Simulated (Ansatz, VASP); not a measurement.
Cr: VASP beside Ansatz

INCAR

```
ALGO = Normal
EDIFF = 1E-6
ENCUT = 500
GGA = PE
GGA_COMPAT = False
ISIF = 2
ISMEAR = 0
LASPH = True
LCHARG = False
LREAL = False
LWAVE = False
NBANDS = 12
NELM = 120
PREC = Accurate
SIGMA = 0.1
```

Contents of KPOINTS:

```
k-points
0
Gamma
  9 9 39
```

File POSCAR:

```
Cr
1.0
    3.8927050841      0.0000002572      0.0018624397
   -1.9463523193      3.3711816209     -0.0018624397
   -1.9459427478      1.1234905693      0.8510549841
Cr
1
Direct
    0.0000000000      0.0000000000      0.0000000000
```

Input for Ansatz:

```yaml
crystal:
  lattice:
    - [3.8927050841, 2.572e-07, 0.0018624397]
    - [-1.9463523193, 3.3711816209, -0.0018624397]
    - [-1.9459427478, 1.1234905693, 0.8510549841]
  atoms:
    - { symbol: Cr, position: [0.0, 0.0, 0.0] }
basis:
  ecutwfc: 420
kpoints:
  mp_grid: { grid: [9, 9, 39] }
hamiltonian:
  xc: pbe
scf:
  occupations: { method: gaussian, width: 0.1 }
output:
  forces: true
  stress: true
  eigenvalues: true
```

Change from the starting cell: band edges of the strained film's bulk.

Alike in both runs: task single point; functional PBE; k mesh 9 × 9 × 39; occupations gaussian, width 0.1 eV; no spin polarisation.

|  | VASP | Ansatz |
| --- | --- | --- |
| version | VASP 6.6.1 | Ansatz 0.2.0 |
| potentials or method | VASP PAW PBE potentials, release 64 (Cr_pv), cutoff 500 eV | scalar-relativistic, plane waves, PAW |
| valence electrons in the cell | 12 | 14 |

```tsv
	VASP	Ansatz	Ansatz less VASP
gap on the k mesh at the Fermi level (eV)	none	none	-
pressure (GPa)	8.9	9.5	+0.67
traceless stress, the component that is largest in VASP (GPa)	-9.31	-9.52	-0.205
```

A gap of «none» marks a metal or a gap that the smearing closes. VASP's potentials hold 12 valence electrons a cell and Ansatz's 14, so a difference there can come from the potentials and not from the codes.
